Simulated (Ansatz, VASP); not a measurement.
One calculation of TlCo2, two programs

```
Tl Co
1.0
     4.11200    0.00000    0.00000
    -2.05600    3.56109    0.00000
     0.00000    0.00000    3.14449
Tl Co
1 2
Cartesian
  0.0000 0.0000 0.0000
  0.0000 2.3741 1.5722
  2.0560 1.1870 1.5722
```

Alike in both runs: functional PBE; k mesh 6 × 6 × 6; occupations gaussian, width 0.1 eV; collinear spin.

Ansatz relaxed the structure, and its values are those at the end. VASP's run is a single point on that final structure, the one shown.

|  | VASP | Ansatz |
| --- | --- | --- |
| version | VASP 6.6.1 | Ansatz 0.2.0 |
| potentials or method | VASP PAW PBE potentials, release 64 (Tl_d, Co), cutoff 520 eV | scalar-relativistic, plane waves, PAW |
| valence electrons in the cell | 31 | 47 |

VASP gave:

| Item | Value |
| --- | --- |
| gap on the k mesh at the Fermi level (eV) | none |
| pressure (GPa) | -0.2 |
| net moment per atom (μB) | 0.98 |
| size of the moment on the site where the two differ most (μB) | 1.52 |

Q: Which values does Ansatz return?

A: gap on the k mesh at the Fermi level (eV): none; pressure (GPa): 0.0; net moment per atom (μB): 0.98; size of the moment on the site where the two differ most (μB): 1.54.

Site moments also hang on the region over which each program counts them. A gap of «none» marks a metal or a gap that the smearing closes. VASP's potentials hold 31 valence electrons a cell and Ansatz's 47, so a difference there can come from the potentials and not from the codes.

Neither program's run includes spin-orbit coupling.
